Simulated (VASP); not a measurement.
A run of VASP 6.6.1 is set up as follows.

File INCAR:

```
ALGO     = Normal         # electronic algorithm
EDIFF    = 1E-6           # SCF threshold, eV
ENCUT    = 520            # plane-wave cutoff, eV
GGA      = PE             # functional
ISIF     = 2              # what is computed and relaxed
ISMEAR   = 0              # smearing method
LASPH    = True           # aspherical terms in the spheres
LCHARG   = False          # write CHGCAR
LREAL    = False          # projectors in reciprocal space
LWAVE    = False          # write WAVECAR
NBANDS   = 10             # bands
NELM     = 80             # most SCF steps
PREC     = Accurate       # precision mode
SIGMA    = 0.15           # smearing width, eV
```

Contents of KPOINTS:

```
k-points
0
Gamma
  12 12 12
```

POSCAR

```
Rb
1.0
   -2.8901800000      2.8901800000      2.8901800000
    2.8901800000     -2.8901800000      2.8901800000
    2.8901800000      2.8901800000     -2.8901800000
Rb
1
Direct
    0.0000000000      0.0000000000      0.0000000000
```

Potentials or basis: VASP PAW PBE potentials, release 64 (Rb_sv).

Command:

```bash
$ cat potpaw_PBE.64/Rb_sv/POTCAR > POTCAR
$ mpirun -np 1 vasp_std > vasp.out
```

(1) What does it give for the pressure?

## Answers

(1) -0.1 GPa.

Caveat: the cell differs from its parent crystal (strain +0.030 along x and y, +0.030 along z).
